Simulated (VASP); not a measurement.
# Rh (P6_3/mmc) in VASP: further runs

The runs below take Rh through single point, with PBEsol.

Everything below comes from runs of VASP 6.6.1. Logs are shortened: lines on timing, memory, paths and dates and some standing lists are left out, and cuts for length are marked.

### Step 1. The cell of the first run

It takes space group P6_3/mmc (No. 194, hexagonal). The conventional cell has a = 2.731 Å, b = 2.731 Å, c = 4.296 Å, α = 90.00°, β = 90.00°, γ = 120.00°. Rh (site symmetry -6m2) has 12 Rh at 2.66 to 2.73 Å within 3.5 Å.

This isn't the form of Rh at room conditions, which is fcc.

### Step 2. Single point, PBEsol (strain +0.000 along x and y, -0.030 along z)

The input, INCAR:

```
PREC = Accurate
ENCUT = 520
EDIFF = 1E-6
ISMEAR = 0
SIGMA = 0.15
LREAL = F
LASPH = T
NELM = 80
ALGO = Fast
ISIF = 2
LWAVE = F
LCHARG = F
GGA = PS
NBANDS = 22
```

The input, KPOINTS:

```
regular mesh
0
Gamma
  18 18 12
```

The input, POSCAR:

```
Rh
1.0
    2.7309790422      0.0000000000      0.0000000000
   -1.3654895211      2.3650972278      0.0000000000
    0.0000000000      0.0000000000      4.2956343300
Rh
2
Direct
    0.6666666667      0.3333333333      0.7500000000
    0.3333333333      0.6666666667      0.2500000000
```

Potentials or basis: VASP PAW PBE potentials, release 64 (Rh_pv).

Launch:

```
$ cat potpaw_PBE.64/Rh_pv/POTCAR > POTCAR
$ mpirun -np 1 vasp_std > vasp.out
```

OUTCAR:

```text
PREC = Accurate
   ENCUT = 520
   EDIFF = 1E-6
   ISMEAR = 0
   LREAL = F
   LASPH = T
   NELM = 80
   ISIF = 2
   GGA = PS

 ion  position               nearest neighbor table
   1  0.667  0.333  0.750-   2 2.66   2 2.66   2 2.66   2 2.66   2 2.66   2 2.66
   2  0.333  0.667  0.250-   1 2.66   1 2.66   1 2.66   1 2.66   1 2.66   1 2.66

  LATTYP: Found a hexagonal cell.
 ALAT       =     2.7309790422
 C/A-ratio  =     1.5729283395

  Lattice vectors:

 A1 = (   2.7309790422,   0.0000000000,   0.0000000000)
 A2 = (  -1.3654895211,   2.3650972278,   0.0000000000)
 A3 = (   0.0000000000,   0.0000000000,   4.2956343300)

Analysis of symmetry for initial positions (statically):
=====================================================================
 Subroutine PRICEL returns:
 Original cell was already a primitive cell.

 Routine SETGRP: Setting up the symmetry group for a
 hexagonal supercell.

 Subroutine GETGRP returns: Found 24 space group operations
 (whereof 12 operations were pure point group operations)
 out of a pool of 24 trial point group operations.

The static configuration has the point symmetry D_3d.
 The point group associated with its full space group is D_6h.

Analysis of symmetry for dynamics (positions and initial velocities):
=====================================================================
 Subroutine PRICEL returns:
 Original cell was already a primitive cell.

 Routine SETGRP: Setting up the symmetry group for a
 hexagonal supercell.

 Subroutine GETGRP returns: Found 24 space group operations
 (whereof 12 operations were pure point group operations)
 out of a pool of 24 trial point group operations.

The dynamic configuration has the point symmetry D_3d.
 The point group associated with its full space group is D_6h.

 Subroutine INISYM returns: Found 24 space group operations
 (whereof 12 operations are pure point group operations),
 and found     1 'primitive' translations

----------------------------------------------------------------------------------------

                                     Primitive cell

  volume of cell :      27.7456

  direct lattice vectors                    reciprocal lattice vectors
[... 80 lines left out ...]
   ICHARG =      2    charge: 1-file 2-atom 10-const
   ISPIN  =      1    spin polarized calculation?
   LNONCOLLINEAR =      F non collinear calculations
   LSORBIT =      F    spin-orbit coupling
   LASPH  =      T    aspherical Exc in radial PAW
   ENCUT  =  520.0 eV  38.22 Ry    6.18 a.u.   5.08  5.08  7.99*2*pi/ulx,y,z
   NELM   =     80;   NELMIN=  2; NELMDL= -5     # of ELM steps
   EDIFF  = 0.1E-05   stopping-criterion for ELM
   LREAL  =      F    real-space projection
   EDIFFG = 0.1E-04   stopping-criterion for IOM
   NSW    =      0    number of steps for IOM
   IBRION =     -1    ionic relax: 0-MD 1-quasi-New 2-CG
   NFREE  =      0    steps in history (QN), initial steepest desc. (CG)
   ISIF   =      2    stress and relaxation
   ISYM   =      2    0-nonsym 1-usesym 2-fastsym
   POTIM  = 0.5000    time-step for ionic-motion
   TEBEG  =    0.0;   TEEND  =   0.0 temperature during run
   PSTRESS=    0.0 pullay stress
   NELECT =      30.0000    total number of electrons
   NUPDOWN=      -1.0000    fix difference up-down
   EMIN   =  10.00;   EMAX   =-10.00  energy-range for DOS
   EFERMI =   0.00;   METHOD = LEGACY
   ISMEAR =     0;   SIGMA  =   0.15  broadening in eV -4-tet -1-fermi 0-gaus
   EFERMI_NEDOS =   21; number of points for ismear=-14 and -15
   IALGO  =     68    algorithm
   IMIX   =      4    mixing-type and parameters
     AMIX     =   0.40;   BMIX     =  1.00
     AMIX_MAG =   1.60;   BMIX_MAG =  1.00
  volume/ion in A,a.u.               =      13.87        93.62
  Fermi-wavevector in a.u.,A,eV,Ry     =   1.680288  3.175284 38.414245  2.823367
  Thomas-Fermi vector in A             =   2.764049
   LORBIT       =      0    0 simple, 1 ext, 2 COOP (PROOUT), +10 PAW based schemes
   GGA     = PS    functional components
   LHFCALC =     F    Hartree Fock is set to
   AEXX    =    0.0000 exact exchange contribution
   IVDW    =     0    specifies the selected vdW correction
   LEPSILON=     F    determine dielectric tensor
   LRPA    =     F    only Hartree local field effects (RPA)
 non-spin polarized calculation
 RMM-DIIS sequential band-by-band and
 Gauss-broadening in eV      SIGMA  =   0.15
  energy-cutoff  :      520.00
  volume of cell :       27.75
 maximum number of plane-waves:       764
   NGX = 11   NGY = 11   NGZ = 15

 number of electron      30.0000009 magnetization

 Free energy of the ion-electron system (eV)
  ---------------------------------------------------
  ext. energy  EPLUGINS =         0.00000000
  ---------------------------------------------------
  free energy    TOTEN  =       -16.19217708 eV

  energy without entropy =      -16.15540988  energy(sigma->0) =      -16.17379348

 E-fermi :  11.7018     XC(G=0): -14.1575

 val. band max:       11.7008181997   @ k =   0.0556   0.0556   0.3333
 cond. band min:      11.7052598276   @ k =   0.1111  -0.0000   0.3333
 fundamental gap:      0.0044416279
 Fermi energy:        11.7017604204

 k-point     1 :       0.0000    0.0000    0.0000
  band No.  band energies     occupation
      1     -35.4990      2.00000
      2     -34.8270      2.00000
      3     -34.8270      2.00000
      4     -34.7184      2.00000
      5     -34.7052      2.00000
      6     -34.7052      2.00000
[... 589 lines left out ...]
     21      23.1681      0.00000
     22      26.4630      0.00000

 [... further k-points ...]

------------------------ aborting loop because EDIFF is reached ----------------------------------------

  FORCE on cell =-STRESS in cart. coord.  units (eV):
  Direction    XX          YY          ZZ          XY          YZ          ZX
  --------------------------------------------------------------------------------------
  -------------------------------------------------------------------------------------
  Total       -1.4376267     -1.4376267     -0.3123194      0.0000000      0.0000000      0.0000000
  in kB      -83.0160471    -83.0160471    -18.0349488      0.0000000      0.0000000      0.0000000
  external PRESSURE =     -61.3556810 kB  Pullay stress =       0.0000000 kB

 VOLUME and BASIS-vectors are now :
 -----------------------------------------------------------------------------
  energy-cutoff  :      520.00
  volume of cell :       27.75
      direct lattice vectors                 reciprocal lattice vectors
     2.730979042  0.000000000  0.000000000     0.366169049  0.211407799  0.000000000
    -1.365489521  2.365097228  0.000000000     0.000000000  0.422815599  0.000000000
     0.000000000  0.000000000  4.295634330     0.000000000  0.000000000  0.232794489

 POSITION                                       TOTAL-FORCE (eV/Angst)
 -----------------------------------------------------------------------------------
      1.36549      0.78837      3.22173        -0.000000     -0.000000      0.000000
     -0.00000      1.57673      1.07391         0.000000      0.000000      0.000000
 -----------------------------------------------------------------------------------
    total drift:                               -0.000000      0.000000     -0.000000

  FREE ENERGIE OF THE ION-ELECTRON SYSTEM (eV)
  ---------------------------------------------------
  free  energy   TOTEN  =       -16.1921770754 eV

  energy  without entropy=      -16.1554098799  energy(sigma->0) =      -16.17379348
```

stdout:

```text
POSCAR found type information on POSCAR Rh
 POSCAR found :  1 types and       2 ions
 scaLAPACK will be used
 -----------------------------------------------------------------------------
|                                                                             |
|                                                                             |
|     You enforced a specific xc type in the INCAR file but a different       |
|     I HOPE YOU KNOW WHAT YOU ARE DOING!                                     |
|                                                                             |
 -----------------------------------------------------------------------------

 LDA part: xc-table for (Slater+PW92), standard interpolation
 POSCAR, INCAR and KPOINTS ok, starting setup
 FFT: planning ... GRIDC
 FFT: planning ... GRID_SOFT
 FFT: planning ... GRID
 WAVECAR not read
 entering main loop
```

It took 67 s on 1 thread of AMD EPYC 9R45 (Zen 5), shared host; peak memory 0.2 GiB.

What came out:

* Free energy: -16.1922 eV
* Pressure: -6.1 GPa
* Band gap on the k mesh: zero (bands 15 and 16 overlap by 2.38 eV)

Levels at points of the mesh, in eV from the Fermi level:
```csv
k point,band 11,band 12,band 13,band 14,band 15,band 16,band 17,band 18,band 19,band 20
"(0.00, 0.00, 0.00)",-2.88,-2.46,-2.46,-2.10,-2.10,0.11,0.11,0.93,8.88,15.64
"(0.50, 0.00, 0.00)",-2.58,-2.28,-2.13,0.28,0.63,0.70,2.89,4.94,10.26,10.92
"(0.00, 0.00, 0.50)",-3.20,-3.20,-3.12,-3.12,-0.44,-0.44,-0.44,-0.44,14.92,14.92
"(0.50, 0.00, 0.50)",-1.77,-1.77,-0.35,-0.35,0.50,0.50,2.57,2.57,9.12,9.12
```

Caveat: the cell differs from its parent crystal (strain +0.000 along x and y, -0.030 along z); the stress differs along the axes, from -8 to -2 GPa; the PAW data sets were made with another functional, which shifts forces and pressure a little.

### Step 3. Single point, PBEsol (strain -0.015 along x and y, +0.000 along z)

The input, INCAR:

```
SYSTEM = Rh
  ALGO = Fast
  EDIFF = 1E-6
  ENCUT = 520
  GGA = PS
  ISIF = 2
  ISMEAR = 0
  LASPH = .TRUE.
  LCHARG = .FALSE.
  LREAL = .FALSE.
  LWAVE = .FALSE.
  NBANDS = 22
  NELM = 100
  PREC = Accurate
  SIGMA = 0.15
```

The input, KPOINTS:

```
k-points
0
G
  18 18 12
  0 0 0
```

The input, POSCAR:

```
Rh
1.0
    2.6900143566      0.0000000000      0.0000000000
   -1.3450071783      2.3296207694      0.0000000000
    0.0000000000      0.0000000000      4.4284890000
Rh
2
Direct
    0.6666666667      0.3333333333      0.7500000000
    0.3333333333      0.6666666667      0.2500000000
```

Potentials or basis: VASP PAW PBE potentials, release 64 (Rh_pv).

Launch:

```
$ cat potpaw_PBE.64/Rh_pv/POTCAR > POTCAR
$ mpirun -np 1 vasp_std > vasp.out
```

Run time: 73 s. Hardware: 1 thread of AMD EPYC 9R45 (Zen 5), shared host; peak memory 0.2 GiB.

It converged, with:

| Item | Value |
| --- | --- |
| Free energy | -16.1938 eV |
| Pressure | -6.4 GPa |
| Band gap on the k mesh | zero (bands 15 and 16 overlap by 2.46 eV) |

Stress tensor (GPa, compression positive):
```
 -4.50   0.00   0.00
  0.00  -4.50   0.00
  0.00   0.00 -10.15
```

Levels at points of the mesh, in eV from the Fermi level:
```tsv
k point	band 13	band 14	band 15	band 16	band 17	band 18
(0.00, 0.00, 0.00)	-2.51	-1.76	-1.76	0.16	0.16	0.49
(0.50, 0.00, 0.00)	-2.10	0.52	0.58	0.80	3.03	5.12
(0.00, 0.00, 0.50)	-3.07	-3.07	-0.42	-0.42	-0.42	-0.42
(0.50, 0.00, 0.50)	-0.30	-0.30	0.69	0.69	2.63	2.63
```

Caveat: the cell differs from its parent crystal (strain -0.015 along x and y, +0.000 along z); the stress differs along the axes, from -10 to -4 GPa; the PAW data sets were made with another functional, which shifts forces and pressure a little.

### Step 4. Single point, PBEsol (strain +0.000 along x and y, -0.015 along z)

The input, INCAR:

```
SYSTEM = Rh
PREC = Accurate
ENCUT = 520
EDIFF = 1E-6
ISMEAR = 0
SIGMA = 0.15
LREAL = .False.
LASPH = .True.
NELM = 60
ALGO = Fast
ISIF = 2
LWAVE = .False.
LCHARG = .False.
GGA = PS
NBANDS = 22
```

The input, KPOINTS:

```
regular mesh
0
Gamma
  18 18 12
  0 0 0
```

The input, POSCAR:

```
Rh
1.0
    2.7309790422      0.0000000000      0.0000000000
   -1.3654895211      2.3650972278      0.0000000000
    0.0000000000      0.0000000000      4.3620616650
Rh
2
Direct
    0.6666666667      0.3333333333      0.7500000000
    0.3333333333      0.6666666667      0.2500000000
```

Launch:

```
$ cat potpaw_PBE.64/Rh_pv/POTCAR > POTCAR
$ mpirun -np 1 vasp_std > vasp.out
```

Wall time 64 s (1 thread of AMD EPYC 9R45 (Zen 5), shared host); peak memory 0.2 GiB.

The run converged. Its results:

```yaml
Free_energy: -16.1781 eV
Pressure: -10.2 GPa
Band_gap_on_the_k_mesh: zero (bands 15 and 16 overlap by 2.36 eV)
```

Stress tensor (GPa, compression positive):
```
-10.88   0.00   0.00
  0.00 -10.88   0.00
  0.00   0.00  -8.83
```

Levels at points of the mesh, in eV from the Fermi level:
```tsv
k point	band 11	band 12	band 13	band 14	band 15	band 16	band 17	band 18	band 19	band 20
(0.00, 0.00, 0.00)	-2.92	-2.41	-2.41	-1.94	-1.94	0.12	0.12	0.79	8.51	15.74
(0.50, 0.00, 0.00)	-2.58	-2.17	-2.13	0.35	0.64	0.67	2.89	4.93	10.12	10.67
(0.00, 0.00, 0.50)	-3.08	-3.08	-3.08	-3.08	-0.43	-0.43	-0.43	-0.43	14.79	14.79
(0.50, 0.00, 0.50)	-1.67	-1.67	-0.32	-0.32	0.54	0.54	2.57	2.57	9.01	9.01
```

Caveat: the cell differs from its parent crystal (strain +0.000 along x and y, -0.015 along z); the cell stands under tension; the PAW data sets were made with another functional, which shifts forces and pressure a little.

### Step 5. Single point, PBEsol (strain -0.015 along x and y, +0.015 along z)

The input, INCAR:

```
SYSTEM = Rh
PREC = Accurate
ENCUT = 520
EDIFF = 1E-7
ISMEAR = 0
SIGMA = 0.15
LREAL = .FALSE.
LASPH = .TRUE.
NELM = 100
ALGO = Fast
ISIF = 2
LWAVE = .FALSE.
LCHARG = .FALSE.
GGA = PS
NBANDS = 22
```

The input, KPOINTS:

```
regular mesh
0
G
  18 18 12
  0 0 0
```

The input, POSCAR:

```
Rh
1.0
    2.6900143566      0.0000000000      0.0000000000
   -1.3450071783      2.3296207694      0.0000000000
    0.0000000000      0.0000000000      4.4949163350
Rh
2
Direct
    0.6666666667      0.3333333333      0.7500000000
    0.3333333333      0.6666666667      0.2500000000
```

Launch:

```
$ cat potpaw_PBE.64/Rh_pv/POTCAR > POTCAR
$ mpirun -np 1 vasp_std > vasp.out
```

Run time: 85 s. Hardware: 1 thread of AMD EPYC 9R45 (Zen 5), shared host; peak memory 0.2 GiB.

The run converged. Its results:

* Free energy: -16.1601 eV
* Pressure: -10.0 GPa
* Band gap on the k mesh: zero (bands 15 and 16 overlap by 2.45 eV)

Stress tensor (GPa, compression positive):
```
 -7.03   0.00   0.00
  0.00  -7.03   0.00
  0.00   0.00 -15.90
```

Levels at points of the mesh, in eV from the Fermi level:
| k point | band 11 | band 12 | band 13 | band 14 | band 15 | band 16 | band 17 | band 18 | band 19 | band 20 |
| --- | --- | --- | --- | --- | --- | --- | --- | --- | --- | --- |
| (0.00, 0.00, 0.00) | -2.91 | -2.46 | -2.46 | -1.61 | -1.61 | 0.17 | 0.17 | 0.38 | 7.89 | 16.04 |
| (0.50, 0.00, 0.00) | -2.75 | -2.27 | -1.99 | 0.53 | 0.59 | 0.83 | 3.02 | 5.10 | 10.06 | 10.31 |
| (0.00, 0.00, 0.50) | -2.96 | -2.96 | -2.96 | -2.96 | -0.39 | -0.39 | -0.39 | -0.39 | 14.29 | 14.29 |
| (0.50, 0.00, 0.50) | -1.49 | -1.49 | -0.28 | -0.28 | 0.73 | 0.73 | 2.64 | 2.64 | 9.17 | 9.17 |

Caveat: the cell differs from its parent crystal (strain -0.015 along x and y, +0.015 along z); the stress differs along the axes, from -16 to -7 GPa; the PAW data sets were made with another functional, which shifts forces and pressure a little.

### Step 6. Overview

| cell | further INCAR settings | gap on the mesh (eV) | pressure (GPa) |
| --- | --- | --- | --- |
| a = 2.731, b = 2.731, c = 4.296 Å, angles 90.0, 90.0, 120.0°, 2 atoms | ALGO = Fast; EDIFF = 1e-06; NBANDS = 22 | none | -6.1 |
| a = 2.690, b = 2.690, c = 4.428 Å, angles 90.0, 90.0, 120.0°, 2 atoms | ALGO = Fast; EDIFF = 1e-06; NBANDS = 22 | none | -6.4 |
| a = 2.731, b = 2.731, c = 4.362 Å, angles 90.0, 90.0, 120.0°, 2 atoms | ALGO = Fast; EDIFF = 1e-06; NBANDS = 22 | none | -10.2 |
| a = 2.690, b = 2.690, c = 4.495 Å, angles 90.0, 90.0, 120.0°, 2 atoms | ALGO = Fast; EDIFF = 1e-07; NBANDS = 22 | none | -10.0 |

Alike in all rows: task single point; level PBEsol; potentials or basis VASP PAW PBE potentials, release 64 (Rh_pv); no spin polarisation; k mesh 18 × 18 × 12; cutoff (eV) 520; smearing gaussian 0.15 eV.

Caveats: the PAW data sets were made with another functional, which shifts forces and pressure a little; the stress differs along the axes, from -8 to -2 GPa (at least some runs); the stress differs along the axes, from -10 to -4 GPa (at least some runs); the cell stands under tension (at least some runs); the stress differs along the axes, from -16 to -7 GPa (at least some runs).

Absolute energies hang on the potentials; compare differences alone.
